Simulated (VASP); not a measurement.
# Sc3Te2 (P4/mmm) in VASP: notebook

The runs below take Sc3Te2 through single point, relaxation of cell and atoms, with PBE.

All numbers are computed with VASP 6.6.1; they aren't measurements. Logs are shortened: lines on timing, memory, paths and dates and some standing lists are left out, and cuts for length are marked.

## 1. The cell of the first run

It takes space group P4/mmm (No. 123, tetragonal). The conventional cell has a = 3.920 Å, b = 3.920 Å, c = 8.951 Å, α = 90.00°, β = 90.00°, γ = 90.00°. Sc (site symmetry 4mm) has 2 Sc at 2.94 to 3.00 Å and 4 Te at 3.14 Å within 3.9 Å. Sc (site symmetry 4/mmm) has 4 Te at 2.77 Å and 2 Sc at 3.00 Å within 3.7 Å. Within 4.1 Å of Te (site symmetry 4/mmm) lie 8 Sc at 3.14 Å and 4 Te at 3.92 Å. Within 3.7 Å of Te (site symmetry 4/mmm) lie 4 Sc at 2.77 Å.

## 2. Single point, PBE, collinear spin, ferromagnetic start

INCAR reads:

```
SYSTEM = Sc3Te2
PREC = Accurate
ENCUT = 520
EDIFF = 1E-6
ISMEAR = 0
SIGMA = 0.1
LREAL = .False.
LASPH = .True.
NELM = 150
ALGO = Fast
ISIF = 2
LWAVE = .False.
LCHARG = .False.
ISPIN = 2
MAGMOM = 1 1 1 0 0
LORBIT = 11
LMAXMIX = 4
GGA = PE
NBANDS = 34
```

KPOINTS reads:

```
Automatic mesh
0
Gamma
  4 4 2
  0 0 0
```

POSCAR reads:

```
Sc3Te2
1.0
    3.9203785705      0.0000000000      0.0000000000
    0.0000000000      3.9203785705      0.0000000000
    0.0000000000      0.0000000000      8.9506194088
Sc Te
3 2
Direct
    0.5000000000      0.5000000000      0.8355795794
    0.5000000000      0.5000000000      0.1644204206
    0.5000000000      0.5000000000      0.5000000000
    0.0000000000      0.0000000000      0.0000000000
    0.0000000000      0.0000000000      0.5000000000
```

Potentials or basis: VASP PAW PBE potentials, release 64 (Sc_sv, Te).

The run is started by

```sh
$ cat potpaw_PBE.64/Sc_sv/POTCAR potpaw_PBE.64/Te/POTCAR > POTCAR
$ mpirun -np 1 vasp_std > vasp.out
```

OUTCAR:

```text
SYSTEM = Sc3Te2
   PREC = Accurate
   ENCUT = 520
   EDIFF = 1E-6
   ISMEAR = 0
   LREAL = .False.
   LASPH = .True.
   NELM = 150
   ISIF = 2
   ISPIN = 2
   LORBIT = 11
   GGA = PE

 ion  position               nearest neighbor table
   1  0.500  0.500  0.836-   2 2.94   3 3.00   4 3.14   4 3.14   4 3.14   4 3.14
   2  0.500  0.500  0.164-   1 2.94   3 3.00   4 3.14   4 3.14   4 3.14   4 3.14
   3  0.500  0.500  0.500-   5 2.77   5 2.77   5 2.77   5 2.77   1 3.00   2 3.00
   4  0.000  0.000  0.000-   1 3.14   2 3.14   1 3.14   2 3.14   1 3.14   2 3.14   1 3.14   2 3.14

   5  0.000  0.000  0.500-   3 2.77   3 2.77   3 2.77   3 2.77

  LATTYP: Found a simple tetragonal cell.
 ALAT       =     3.9203785705
 C/A-ratio  =     2.2831007893

  Lattice vectors:

 A1 = (   3.9203785705,   0.0000000000,   0.0000000000)
 A2 = (   0.0000000000,   3.9203785705,   0.0000000000)
 A3 = (   0.0000000000,   0.0000000000,   8.9506194088)

Analysis of symmetry for initial positions (statically):
=====================================================================
 Subroutine PRICEL returns:
 Original cell was already a primitive cell.

 Routine SETGRP: Setting up the symmetry group for a
 simple tetragonal supercell.

 Subroutine GETGRP returns: Found 16 space group operations
 (whereof 16 operations were pure point group operations)
 out of a pool of 16 trial point group operations.

The static configuration has the point symmetry D_4h.

Analysis of symmetry for dynamics (positions and initial velocities):
=====================================================================
 Subroutine PRICEL returns:
 Original cell was already a primitive cell.

 Routine SETGRP: Setting up the symmetry group for a
 simple tetragonal supercell.

 Subroutine GETGRP returns: Found 16 space group operations
 (whereof 16 operations were pure point group operations)
 out of a pool of 16 trial point group operations.

The dynamic configuration has the point symmetry D_4h.

Analysis of structural, dynamic, and magnetic symmetry:
=====================================================================
 Subroutine PRICEL returns:
 Original cell was already a primitive cell.

 Routine SETGRP: Setting up the symmetry group for a
 simple tetragonal supercell.

 Subroutine GETGRP returns: Found 16 space group operations
 (whereof 16 operations were pure point group operations)
 out of a pool of 16 trial point group operations.

The overall configuration has the point symmetry D_4h.

 Subroutine INISYM returns: Found 16 space group operations
 (whereof 16 operations are pure point group operations),
 and found     1 'primitive' translations

----------------------------------------------------------------------------------------

                                     Primitive cell

  volume of cell :     137.5654

  direct lattice vectors                    reciprocal lattice vectors
     3.920378571  0.000000000  0.000000000     0.255077407  0.000000000  0.000000000
     0.000000000  3.920378571  0.000000000     0.000000000  0.255077407  0.000000000
     0.000000000  0.000000000  8.950619409     0.000000000  0.000000000  0.111724111

  length of vectors
     3.920378571  3.920378571  8.950619409     0.255077407  0.255077407  0.111724111

  position of ions in fractional coordinates (direct lattice)
     0.500000000  0.500000000  0.835579579
     0.500000000  0.500000000  0.164420421
     0.500000000  0.500000000  0.500000000
     0.000000000  0.000000000  0.000000000
     0.000000000  0.000000000  0.500000000

  ion indices of the primitive-cell ions
   primitive index   ion index
                 1           1
                 2           2
                 3           3
                 4           4
                 5           5

----------------------------------------------------------------------------------------

[... 27 lines left out ...]
  0.250000  0.000000  0.000000      4.000000
  0.500000  0.000000  0.000000      2.000000
  0.250000  0.250000  0.000000      4.000000
  0.500000  0.250000  0.000000      4.000000
  0.500000  0.500000  0.000000      1.000000
  0.000000  0.000000  0.500000      1.000000
  0.250000  0.000000  0.500000      4.000000
  0.500000  0.000000  0.500000      2.000000
  0.250000  0.250000  0.500000      4.000000
  0.500000  0.250000  0.500000      4.000000
  0.500000  0.500000  0.500000      1.000000
   k-points           NKPTS =     12   k-points in BZ     NKDIM =     12   number of bands    NBANDS=     34
   number of dos      NEDOS =    301   number of ions     NIONS =      5
   total plane-waves  NPLWV =  63000
   dimension x,y,z NGX =    30 NGY =   30 NGZ =   70
   dimension x,y,z NGXF=    60 NGYF=   60 NGZF=  140
   ions per type =               3   2
   NGX,Y,Z   is equivalent  to a cutoff of  12.72, 12.72, 13.00 a.u.
   NGXF,Y,Z  is equivalent  to a cutoff of  25.44, 25.44, 26.00 a.u.
 SYSTEM =  Sc3Te2
   PREC   = accura    normal or accurate (medium, high low for compatibility)
   ISTART =      0    job   : 0-new  1-cont  2-samecut
   ICHARG =      2    charge: 1-file 2-atom 10-const
   ISPIN  =      2    spin polarized calculation?
   LNONCOLLINEAR =      F non collinear calculations
   LSORBIT =      F    spin-orbit coupling
   LASPH  =      T    aspherical Exc in radial PAW
   ENCUT  =  520.0 eV  38.22 Ry    6.18 a.u.   7.29  7.29 16.64*2*pi/ulx,y,z
   NELM   =    150;   NELMIN=  2; NELMDL= -5     # of ELM steps
   EDIFF  = 0.1E-05   stopping-criterion for ELM
   LREAL  =      F    real-space projection
   EDIFFG = 0.1E-04   stopping-criterion for IOM
   NSW    =      0    number of steps for IOM
   IBRION =     -1    ionic relax: 0-MD 1-quasi-New 2-CG
   NFREE  =      0    steps in history (QN), initial steepest desc. (CG)
   ISIF   =      2    stress and relaxation
   ISYM   =      2    0-nonsym 1-usesym 2-fastsym
   POTIM  = 0.5000    time-step for ionic-motion
   TEBEG  =    0.0;   TEEND  =   0.0 temperature during run
   PSTRESS=    0.0 pullay stress
   NELECT =      45.0000    total number of electrons
   NUPDOWN=      -1.0000    fix difference up-down
   EMIN   =  10.00;   EMAX   =-10.00  energy-range for DOS
   EFERMI =   0.00;   METHOD = LEGACY
   ISMEAR =     0;   SIGMA  =   0.10  broadening in eV -4-tet -1-fermi 0-gaus
   EFERMI_NEDOS =   21; number of points for ismear=-14 and -15
   IALGO  =     68    algorithm
   IMIX   =      4    mixing-type and parameters
     AMIX     =   0.40;   BMIX     =  1.00
     AMIX_MAG =   1.60;   BMIX_MAG =  1.00
  volume/ion in A,a.u.               =      27.51       185.67
  Fermi-wavevector in a.u.,A,eV,Ry     =   1.128001  2.131612 17.311851  1.272385
  Thomas-Fermi vector in A             =   2.264689
   LORBIT       =     11    0 simple, 1 ext, 2 COOP (PROOUT), +10 PAW based schemes
   GGA     = PE    functional components
   LHFCALC =     F    Hartree Fock is set to
   AEXX    =    0.0000 exact exchange contribution
   IVDW    =     0    specifies the selected vdW correction
   LEPSILON=     F    determine dielectric tensor
   LRPA    =     F    only Hartree local field effects (RPA)
 spin polarized calculation
 RMM-DIIS sequential band-by-band and
 Gauss-broadening in eV      SIGMA  =   0.10
  energy-cutoff  :      520.00
  volume of cell :      137.57
 maximum number of plane-waves:      3721
 NGX is ok and might be reduce to    30
   NGX = 15   NGY = 15   NGZ = 33

 number of electron      44.9999987 magnetization       1.0126538

 Free energy of the ion-electron system (eV)
  ---------------------------------------------------
  ext. energy  EPLUGINS =         0.00000000
  ---------------------------------------------------
  free energy    TOTEN  =       -27.14660213 eV

  energy without entropy =      -27.12121140  energy(sigma->0) =      -27.13390676

 E-fermi :   5.6969     XC(G=0):  -9.5553

 val. band max:        5.6666577106   @ k =   0.2500   0.0000   0.5000
 cond. band min:       5.7170275960   @ k =   0.2500   0.0000   0.0000
 fundamental gap:      0.0503698855
 Fermi energy:         5.6969016412

 spin component 1

 k-point     1 :       0.0000    0.0000    0.0000
  band No.  band energies     occupation
      1     -44.6948      1.00000
      2     -44.6606      1.00000
      3     -43.7367      1.00000
      4     -23.3882      1.00000
      5     -23.3882      1.00000
      6     -23.3553      1.00000
[... 433 lines left out ...]
     33       7.9651      0.00000
     34       8.2520      0.00000
 Fermi energy:         5.6969016412

 spin component 2

 k-point     1 :       0.0000    0.0000    0.0000
  band No.  band energies     occupation
      1     -44.4262      1.00000
      2     -44.3929      1.00000
      3     -43.7595      1.00000
      4     -23.1251      1.00000
      5     -23.1251      1.00000
      6     -23.0925      1.00000
[... 433 lines left out ...]
     33       8.2289      0.00000
     34       8.2461      0.00000

------------------------ aborting loop because EDIFF is reached ----------------------------------------

  FORCE on cell =-STRESS in cart. coord.  units (eV):
  Direction    XX          YY          ZZ          XY          YZ          ZX
  --------------------------------------------------------------------------------------
  -------------------------------------------------------------------------------------
  Total        0.0919354      0.0919354      1.0744821      0.0000000     -0.0000000      0.0000000
  in kB        1.0707404      1.0707404     12.5141296      0.0000000     -0.0000000      0.0000000
  external PRESSURE =       4.8852035 kB  Pullay stress =       0.0000000 kB

 VOLUME and BASIS-vectors are now :
 -----------------------------------------------------------------------------
  energy-cutoff  :      520.00
  volume of cell :      137.57
      direct lattice vectors                 reciprocal lattice vectors
     3.920378571  0.000000000  0.000000000     0.255077407  0.000000000  0.000000000
     0.000000000  3.920378571  0.000000000     0.000000000  0.255077407  0.000000000
     0.000000000  0.000000000  8.950619409     0.000000000  0.000000000  0.111724111

 POSITION                                       TOTAL-FORCE (eV/Angst)
 -----------------------------------------------------------------------------------
      1.96019      1.96019      7.47895         0.000000      0.000000     -0.015213
      1.96019      1.96019      1.47166         0.000000      0.000000      0.015213
      1.96019      1.96019      4.47531         0.000000      0.000000      0.000000
      0.00000      0.00000      0.00000         0.000000      0.000000      0.000000
      0.00000      0.00000      4.47531         0.000000      0.000000      0.000000
 -----------------------------------------------------------------------------------
    total drift:                                0.000000      0.000000      0.000000

  FREE ENERGIE OF THE ION-ELECTRON SYSTEM (eV)
  ---------------------------------------------------
  free  energy   TOTEN  =       -27.1466021304 eV

  energy  without entropy=      -27.1212113957  energy(sigma->0) =      -27.13390676

 total charge

# of ion       s       p       d       tot
------------------------------------------
    1        2.218   6.050   1.079   9.347
    2        2.218   6.050   1.079   9.347
    3        2.209   6.117   1.262   9.587
    4        1.339   2.050   0.043   3.433
    5        1.365   2.095   0.041   3.501
--------------------------------------------------
tot          9.349  22.362   3.505  35.216

 magnetization (x)

# of ion       s       p       d       tot
------------------------------------------
    1        0.012   0.013   0.308   0.333
    2        0.012   0.013   0.308   0.333
    3       -0.004   0.002  -0.029  -0.031
    4       -0.002  -0.023   0.007  -0.018
    5        0.003  -0.009   0.002  -0.003
--------------------------------------------------
tot          0.020  -0.004   0.597   0.613
```

Wall time 2.6 min (1 thread of Intel Xeon 6975P-C (Granite Rapids), shared host); peak memory 0.32 GiB.

What came out:

```
Free energy                                           : -27.1466 eV
Pressure                                              : 0.5 GPa
Largest force                                         : 0.015 eV/Å
Band gap on the k mesh                                : zero (filled and empty bands overlap)
Net moment                                            : 1.01 μB per cell
Site moments                                          : Sc +0.33, -0.03; Te -0.02, -0.00 μB
Valence electrons inside the program's atomic spheres : Sc 9.35, 9.59; Te 3.43, 3.50
```

Forces on the atoms (eV/Å):
```
Sc   0.000  0.000 -0.015
Sc   0.000  0.000  0.015
Sc   0.000  0.000  0.000
Te   0.000  0.000  0.000
Te   0.000  0.000  0.000
```

Caveat: the k points lie up to 0.40 Å⁻¹ apart; spin-orbit coupling is left out, which moves the levels of the heavy elements.

(Continued in part 2 of 2.)
